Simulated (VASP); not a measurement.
# Co: single point with r2SCAN

The system is Co.

```
Co
1.0
     2.46962    0.00000    0.00000
    -1.23481    2.13875    0.00000
     0.00000    0.00000    4.01956
Co
2
Direct
  0.33333 0.66667 0.25000
  0.66667 0.33333 0.75000
```

| Property | Result |
| --- | --- |
| Program | VASP 6.6.1 |
| Task | single point |
| Functional | r2SCAN |
| Potentials or basis | VASP PAW PBE potentials, release 64 (Co) |
| Cutoff | 520 eV |
| k mesh | 21 × 21 × 10 |
| Occupations | gaussian, width 0.1 eV |
| Spin | collinear spin, ferromagnetic start |
| Starting moments | [2.17, 2.17] μB |
| Dipole correction | no |
| Further INCAR settings | ALGO = Normal; EDIFF = 1e-06; NBANDS = 20 |

| Item | Value |
| --- | --- |
| Pressure | 0.0 GPa |
| Net moment | 3.47 μB per cell |
| Site moments | Co +1.79 μB |
| Valence electrons inside the program's atomic spheres | Co 8.34 |

Stress tensor (GPa, compression positive):
```
 0.04  0.00  0.00
 0.00  0.04  0.00
 0.00  0.00 -0.22
```

Levels at points of the mesh, in eV from the Fermi level:
Spin up:
| k point | band 9 | band 10 | band 11 | band 12 | band 13 | band 14 |
| --- | --- | --- | --- | --- | --- | --- |
| (0.00, 0.00, 0.00) | -2.71 | -1.61 | -1.61 | -0.32 | 6.28 | 22.96 |
| (0.00, 0.00, 0.50) | -1.93 | -1.93 | -1.93 | -1.93 | 15.36 | 15.36 |
Spin down:
| k point | band 3 | band 4 | band 5 | band 6 | band 7 | band 8 | band 9 | band 10 | band 11 | band 12 |
| --- | --- | --- | --- | --- | --- | --- | --- | --- | --- | --- |
| (0.00, 0.00, 0.00) | -1.02 | -0.92 | -0.92 | -0.85 | -0.52 | -0.52 | 0.01 | 0.01 | 1.30 | 1.30 |
| (0.00, 0.00, 0.50) | -1.71 | -1.71 | -0.98 | -0.98 | -0.98 | -0.98 | 0.93 | 0.93 | 0.93 | 0.93 |

Wall time 7 min on 1 thread of Intel(R) Xeon(R) 6975P-C (Granite Rapids), on a shared host, peak memory 0.27 GiB.

Caveat: the PAW data sets were made with another functional, which shifts forces and pressure a little.
